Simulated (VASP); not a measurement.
# Al3GaN4 (R3m) in VASP: single point with r2SCAN

Aim: the single point of Al3GaN4 with r2SCAN.

Program: VASP 6.6.1. These are calculated values, not measurements. Logs are shortened: lines on timing, memory, paths and dates and some standing lists are left out, and cuts for length are marked.

## 1. The cell of the first run

Symmetry: R3m, No. 160, trigonal system. Conventional cell: a = 6.224 Å, b = 6.224 Å, c = 7.623 Å, α = 90.00°, β = 90.00°, γ = 120.00°. Within 2.5 Å of Al (site symmetry m) lie 4 N at 1.88 to 1.93 Å. Within 2.3 Å of Ga (site symmetry 3m) lie 4 N at 1.76 to 2.05 Å. Within 2.5 Å of N (site symmetry m) lie 3 Al at 1.88 to 1.91 Å and 1 Ga at 2.05 Å. N (site symmetry 3m) has 1 Ga at 1.76 Å and 3 Al at 1.93 Å within 2.3 Å.

## 2. Single point, r2SCAN (mode 4 (254.0 1/cm) frozen in, largest displacement +0.263 Å)

The input, POSCAR:

```
Al3GaN4
1.0
    4.4012372926      0.0000000000      0.0000000000
    0.0000000000      4.4012372926      0.0000000000
    0.0000000000      0.0000000000      4.4012372926
Al Ga N
3 1 4
Direct
    0.4880981374      0.4880981374     -0.0406906060
    0.4880981374     -0.0406906060      0.4880981374
   -0.0406906060      0.4880981374      0.4880981374
    0.0344345091      0.0344345091      0.0344345091
    0.7326654673      0.7326654673      0.2216487939
    0.7326654673      0.2216487939      0.7326654673
    0.2216487939      0.7326654673      0.7326654673
    0.2658494998      0.2658494998      0.2658494998
```

The input, INCAR.step1:

```
PREC     = Accurate       # precision mode
ENCUT    = 520            # plane-wave cutoff, eV
ISMEAR   = 0              # smearing method
SIGMA    = 0.05           # smearing width, eV
LREAL    = F              # projectors in reciprocal space
LASPH    = T              # aspherical terms in the spheres
NELM     = 80             # most SCF steps
NBANDS   = 31             # bands
GGA      = PE             # functional
ALGO     = Normal         # electronic algorithm
EDIFF    = 1E-4           # SCF threshold, eV
LWAVE    = T              # write WAVECAR
LCHARG   = F              # write CHGCAR
```

The input, INCAR.step2:

```
PREC     = Accurate       # precision mode
ENCUT    = 520            # plane-wave cutoff, eV
EDIFF    = 1E-7           # SCF threshold, eV
ISMEAR   = 0              # smearing method
SIGMA    = 0.05           # smearing width, eV
LREAL    = F              # projectors in reciprocal space
LASPH    = T              # aspherical terms in the spheres
NELM     = 80             # most SCF steps
ALGO     = Normal         # electronic algorithm
ISIF     = 2              # what is computed and relaxed
LWAVE    = F              # write WAVECAR
LCHARG   = F              # write CHGCAR
METAGGA  = R2SCAN         # meta-GGA
LMIXTAU  = T            
NBANDS   = 31             # bands
ISTART   = 1
```

The input, KPOINTS:

```
Automatic mesh
0
Gamma
  6 6 6
```

Potentials or basis: VASP PAW PBE potentials, release 64 (Al, Ga_d, N).

The run is started by

```sh
cat potpaw_PBE.64/Al/POTCAR potpaw_PBE.64/Ga_d/POTCAR potpaw_PBE.64/N/POTCAR > POTCAR
cp INCAR.step1 INCAR
mpirun -np 1 vasp_std > vasp.out
cp INCAR.step2 INCAR
mpirun -np 1 vasp_std > vasp.out
```

OUTCAR:

```text
PREC = Accurate
   ENCUT = 520
   EDIFF = 1E-7
   ISMEAR = 0
   LREAL = F
   LASPH = T
   NELM = 80
   ISIF = 2
   METAGGA = R2SCAN
   ISTART = 1

 ion  position               nearest neighbor table
   1  0.488  0.488  0.959-   6 1.88   7 1.88   5 1.91   8 1.93   4 2.84   3 2.93   2 2.93   3 3.12
                             2 3.12   2 3.12   3 3.12   3 3.29   2 3.29
   2  0.488  0.959  0.488-   5 1.88   7 1.88   6 1.91   8 1.93   4 2.84   3 2.93   1 2.93   3 3.12
                             1 3.12   1 3.12   3 3.12   3 3.29   1 3.29
   3  0.959  0.488  0.488-   5 1.88   6 1.88   7 1.91   8 1.93   4 2.84   2 2.93   1 2.93   2 3.12
                             1 3.12   1 3.12   2 3.12   2 3.29   1 3.29
   4  0.034  0.034  0.034-   8 1.76   6 2.05   7 2.05   5 2.05   2 2.84   3 2.84   1 2.84
   5  0.733  0.733  0.222-   2 1.88   3 1.88   1 1.91   4 2.05
   6  0.733  0.222  0.733-   1 1.88   3 1.88   2 1.91   4 2.05
   7  0.222  0.733  0.733-   1 1.88   2 1.88   3 1.91   4 2.05
   8  0.266  0.266  0.266-   4 1.76   2 1.93   3 1.93   1 1.93

  LATTYP: Found a simple cubic cell.
 ALAT       =     4.4012372926

  Lattice vectors:

 A1 = (   4.4012372926,   0.0000000000,   0.0000000000)
 A2 = (   0.0000000000,   4.4012372926,   0.0000000000)
 A3 = (   0.0000000000,   0.0000000000,   4.4012372926)

Analysis of symmetry for initial positions (statically):
=====================================================================
 Subroutine PRICEL returns:
 Original cell was already a primitive cell.

 Routine SETGRP: Setting up the symmetry group for a
 simple cubic supercell.

 Subroutine GETGRP returns: Found  6 space group operations
 (whereof  6 operations were pure point group operations)
 out of a pool of 48 trial point group operations.

The static configuration has the point symmetry C_3v.

Analysis of symmetry for dynamics (positions and initial velocities):
=====================================================================
 Subroutine PRICEL returns:
 Original cell was already a primitive cell.

 Routine SETGRP: Setting up the symmetry group for a
 simple cubic supercell.

 Subroutine GETGRP returns: Found  6 space group operations
 (whereof  6 operations were pure point group operations)
 out of a pool of 48 trial point group operations.

The dynamic configuration has the point symmetry C_3v.

 Subroutine INISYM returns: Found  6 space group operations
 (whereof  6 operations are pure point group operations),
 and found     1 'primitive' translations

----------------------------------------------------------------------------------------

                                     Primitive cell

  volume of cell :      85.2559

  direct lattice vectors                    reciprocal lattice vectors
     4.401237293  0.000000000  0.000000000     0.227208835  0.000000000  0.000000000
     0.000000000  4.401237293  0.000000000     0.000000000  0.227208835  0.000000000
     0.000000000  0.000000000  4.401237293     0.000000000  0.000000000  0.227208835

  length of vectors
     4.401237293  4.401237293  4.401237293     0.227208835  0.227208835  0.227208835

  position of ions in fractional coordinates (direct lattice)
     0.488098137  0.488098137  0.959309394
     0.488098137  0.959309394  0.488098137
     0.959309394  0.488098137  0.488098137
     0.034434509  0.034434509  0.034434509
     0.732665467  0.732665467  0.221648794
     0.732665467  0.221648794  0.732665467
     0.221648794  0.732665467  0.732665467
     0.265849500  0.265849500  0.265849500

  ion indices of the primitive-cell ions
   primitive index   ion index
                 1           1
                 2           2
                 3           3
                 4           4
                 5           5
                 6           6
                 7           7
                 8           8

----------------------------------------------------------------------------------------

 KPOINTS: Automatic mesh

Automatic generation of k-mesh.
 Grid dimensions read from file:
 generate k-points for:    6    6    6

 Generating k-lattice:

  Cartesian coordinates                     Fractional coordinates (reciprocal lattice)
     0.037868139  0.000000000  0.000000000     0.166666667  0.000000000  0.000000000
     0.000000000  0.037868139  0.000000000     0.000000000  0.166666667  0.000000000
     0.000000000  0.000000000  0.037868139     0.000000000  0.000000000  0.166666667

  Length of vectors
     0.037868139  0.037868139  0.037868139

  Shift w.r.t. Gamma in fractional coordinates (k-lattice)
     0.000000000  0.000000000  0.000000000

 Subroutine IBZKPT returns following result:
 ===========================================

 Found     32 irreducible k-points:

 Following reciprocal coordinates:
            Coordinates               Weight
  0.000000  0.000000  0.000000      1.000000
  0.166667  0.000000  0.000000      6.000000
  0.333333  0.000000  0.000000      6.000000
  0.500000  0.000000  0.000000      3.000000
  0.166667  0.166667  0.000000      6.000000
 -0.166667  0.166667  0.000000      6.000000
[... 16 lines left out ...]
 -0.166667  0.333333  0.333333      6.000000
  0.500000  0.333333  0.166667     12.000000
 [... further k-points ...]
   k-points           NKPTS =     32   k-points in BZ     NKDIM =     32   number of bands    NBANDS=     31
   number of dos      NEDOS =    301   number of ions     NIONS =      8
   total plane-waves  NPLWV =  46656
   dimension x,y,z NGX =    36 NGY =   36 NGZ =   36
   dimension x,y,z NGXF=    72 NGYF=   72 NGZF=   72
   ions per type =               3   1   4
   NGX,Y,Z   is equivalent  to a cutoff of  13.60, 13.60, 13.60 a.u.
   NGXF,Y,Z  is equivalent  to a cutoff of  27.20, 27.20, 27.20 a.u.
 SYSTEM =  unknown system
   PREC   = accura    normal or accurate (medium, high low for compatibility)
   ISTART =      1    job   : 0-new  1-cont  2-samecut
   ICHARG =      0    charge: 1-file 2-atom 10-const
   ISPIN  =      1    spin polarized calculation?
   LNONCOLLINEAR =      F non collinear calculations
   LSORBIT =      F    spin-orbit coupling
   LASPH  =      T    aspherical Exc in radial PAW
   ENCUT  =  520.0 eV  38.22 Ry    6.18 a.u.   8.18  8.18  8.18*2*pi/ulx,y,z
   NELM   =     80;   NELMIN=  2; NELMDL=  0     # of ELM steps
   EDIFF  = 0.1E-06   stopping-criterion for ELM
   LREAL  =      F    real-space projection
   EDIFFG = 0.1E-05   stopping-criterion for IOM
   NSW    =      0    number of steps for IOM
   IBRION =     -1    ionic relax: 0-MD 1-quasi-New 2-CG
   NFREE  =      0    steps in history (QN), initial steepest desc. (CG)
   ISIF   =      2    stress and relaxation
   ISYM   =      2    0-nonsym 1-usesym 2-fastsym
   POTIM  = 0.5000    time-step for ionic-motion
   TEBEG  =    0.0;   TEEND  =   0.0 temperature during run
   PSTRESS=    0.0 pullay stress
   NELECT =      42.0000    total number of electrons
   NUPDOWN=      -1.0000    fix difference up-down
   EMIN   =  10.00;   EMAX   =-10.00  energy-range for DOS
   EFERMI =   0.00;   METHOD = LEGACY
   ISMEAR =     0;   SIGMA  =   0.05  broadening in eV -4-tet -1-fermi 0-gaus
   EFERMI_NEDOS =   21; number of points for ismear=-14 and -15
   IALGO  =     38    algorithm
   IMIX   =      4    mixing-type and parameters
     AMIX     =   0.40;   BMIX     =  1.00
     AMIX_MAG =   1.60;   BMIX_MAG =  1.00
  volume/ion in A,a.u.               =      10.66        71.92
  Fermi-wavevector in a.u.,A,eV,Ry     =   1.292954  2.443329 22.745275  1.671731
  Thomas-Fermi vector in A             =   2.424630
   LORBIT       =      0    0 simple, 1 ext, 2 COOP (PROOUT), +10 PAW based schemes
   METAGGA = R2SCAN    functional components
   LHFCALC =     F    Hartree Fock is set to
   AEXX    =    0.0000 exact exchange contribution
   IVDW    =     0    specifies the selected vdW correction
   LEPSILON=     F    determine dielectric tensor
   LRPA    =     F    only Hartree local field effects (RPA)
 non-spin polarized calculation
 Gauss-broadening in eV      SIGMA  =   0.05
  energy-cutoff  :      520.00
  volume of cell :       85.26
 maximum number of plane-waves:      2320
 NGX is ok and might be reduce to    36
   NGX = 17   NGY = 17   NGZ = 17

 number of electron      42.0000005 magnetization

 Free energy of the ion-electron system (eV)
  ---------------------------------------------------
  ext. energy  EPLUGINS =         0.00000000
  ---------------------------------------------------
  free energy    TOTEN  =       -78.23073233 eV

  energy without entropy =      -78.23073233  energy(sigma->0) =      -78.23073233

 E-fermi :   5.8740     XC(G=0): -11.7743

 val. band max:        5.6107390422   @ k =   0.1667   0.1667   0.0000
 cond. band min:       9.2189344042   @ k =   0.0000   0.0000   0.0000
 fundamental gap:      3.6081953620
 Fermi energy:         5.8739649132

 k-point     1 :       0.0000    0.0000    0.0000
  band No.  band energies     occupation
      1     -10.6653      2.00000
      2      -9.0155      2.00000
      3      -8.3963      2.00000
      4      -8.3963      2.00000
      5      -7.7386      2.00000
      6      -7.7386      2.00000
[... 23 lines left out ...]
     30      18.3382      0.00000
     31      18.3382      0.00000

 k-point     2 :       0.1667    0.0000    0.0000
  band No.  band energies     occupation
      1     -10.5574      2.00000
      2      -9.0335      2.00000
      3      -8.4330      2.00000
      4      -8.4076      2.00000
      5      -7.7373      2.00000
      6      -7.7345      2.00000
[... 23 lines left out ...]
     30      18.3264      0.00000
     31      18.5125      0.00000

 k-point     3 :       0.3333    0.0000    0.0000
  band No.  band energies     occupation
      1     -10.2848      2.00000
      2      -9.1057      2.00000
      3      -8.5428      2.00000
      4      -8.4295      2.00000
      5      -7.7346      2.00000
      6      -7.7237      2.00000
[... 703 lines left out ...]
     30      16.9948      0.00000
     31      17.5983      0.00000

 k-point    24 :       0.5000    0.3333    0.1667
  band No.  band energies     occupation
      1      -9.9205      2.00000
      2      -8.8910      2.00000
      3      -8.6666      2.00000
      4      -8.5081      2.00000
      5      -7.7181      2.00000
      6      -7.7051      2.00000
[... 23 lines left out ...]
     30      17.1383      0.00000
     31      17.5582      0.00000

 [... further k-points ...]
[... 5 lines left out ...]
  --------------------------------------------------------------------------------------
  -------------------------------------------------------------------------------------
  Total        0.3194906      0.3194906      0.3194906      1.2079645      1.2079645      1.2079645
  in kB        6.0040510      6.0040510      6.0040510     22.7007602     22.7007602     22.7007602
  external PRESSURE =       6.0040510 kB  Pullay stress =       0.0000000 kB

 VOLUME and BASIS-vectors are now :
 -----------------------------------------------------------------------------
  energy-cutoff  :      520.00
  volume of cell :       85.26
      direct lattice vectors                 reciprocal lattice vectors
     4.401237293  0.000000000  0.000000000     0.227208835  0.000000000  0.000000000
     0.000000000  4.401237293  0.000000000     0.000000000  0.227208835  0.000000000
     0.000000000  0.000000000  4.401237293     0.000000000  0.000000000  0.227208835

 POSITION                                       TOTAL-FORCE (eV/Angst)
 -----------------------------------------------------------------------------------
      2.14824      2.14824      4.22215         0.289570      0.289570      1.160295
      2.14824      4.22215      2.14824         0.289570      1.160295      0.289570
      4.22215      2.14824      2.14824         1.160295      0.289570      0.289570
      0.15155      0.15155      0.15155        -3.493964     -3.493964     -3.493964
      3.22463      3.22463      0.97553         0.222563      0.222563      0.579481
      3.22463      0.97553      3.22463         0.222563      0.579481      0.222563
      0.97553      3.22463      3.22463         0.579481      0.222563      0.222563
      1.17007      1.17007      1.17007         0.729923      0.729923      0.729923
 -----------------------------------------------------------------------------------
    total drift:                                0.002005      0.002005      0.002008

  FREE ENERGIE OF THE ION-ELECTRON SYSTEM (eV)
  ---------------------------------------------------
  free  energy   TOTEN  =       -78.2307323338 eV

  energy  without entropy=      -78.2307323338  energy(sigma->0) =      -78.23073233
```

It took 2.3 min on 1 thread of Intel Xeon 6975P-C (Granite Rapids), shared host; peak memory 0.25 GiB.

Results:

```
Free energy            : -78.2307 eV
Pressure               : 0.6 GPa
Largest force          : 6.052 eV/Å
Band gap on the k mesh : 3.61 eV, indirect (least direct gap 3.63 eV)
```

Forces on the atoms (eV/Å):
```
Al   0.290  0.290  1.160
Al   0.290  1.160  0.290
Al   1.160  0.290  0.290
Ga  -3.494 -3.494 -3.494
N    0.223  0.223  0.579
N    0.223  0.579  0.223
N    0.579  0.223  0.223
N    0.730  0.730  0.730
```

Caveat: the cell differs from its parent crystal (mode 4 (254.0 1/cm) frozen in, largest displacement +0.263 Å); the PAW data sets were made with another functional, which shifts forces and pressure a little.
